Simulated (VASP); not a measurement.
Si2Mo, 3 atoms in the cell. Symmetry: I4/mmm, No. 139, tetragonal system. Conventional cell: a = 3.242 Å, b = 3.242 Å, c = 7.964 Å, α = 90.00°, β = 90.00°, γ = 90.00°. Within 3.5 Å of Mo (site symmetry 4/mmm) lie 10 Si at 2.65 Å and 4 Mo at 3.24 Å. Si (site symmetry 4mm) has 9 Si at 2.65 to 3.24 Å and 5 Mo at 2.65 Å within 3.5 Å. 

- Program: VASP 6.6.1
- Task: single point
- Functional: LDA
- Potentials or basis: VASP PAW LDA potentials, release 64 (Mo_sv, Si)
- Cutoff: 520 eV
- k mesh: 12 × 12 × 12
- Occupations: fermi-dirac, width 0.05 eV
- Spin: no spin polarisation
- Dipole correction: no
- Further INCAR settings: ALGO = Normal; EDIFF = 1e-06; NBANDS = 18

Potentials or basis: VASP PAW LDA potentials, release 64 (Mo_sv, Si).

Launch:

```console
$ cat potpaw_LDA.64/Mo_sv/POTCAR potpaw_LDA.64/Si/POTCAR > POTCAR
$ mpirun -np 1 vasp_std > vasp.out
```

Hardware: 1 thread of Intel(R) Xeon(R) Platinum 8259CL CPU @ 2.50GHz (Skylake/Cascade Lake) (shared host).

Question: How long does it take, and how much memory?

Answer: It took 110 s on 1 thread of Intel(R) Xeon(R) Platinum 8259CL CPU @ 2.50GHz (Skylake/Cascade Lake) (shared host), peak memory 0.25 GiB. Counts: scf iterations 13, k points 163.
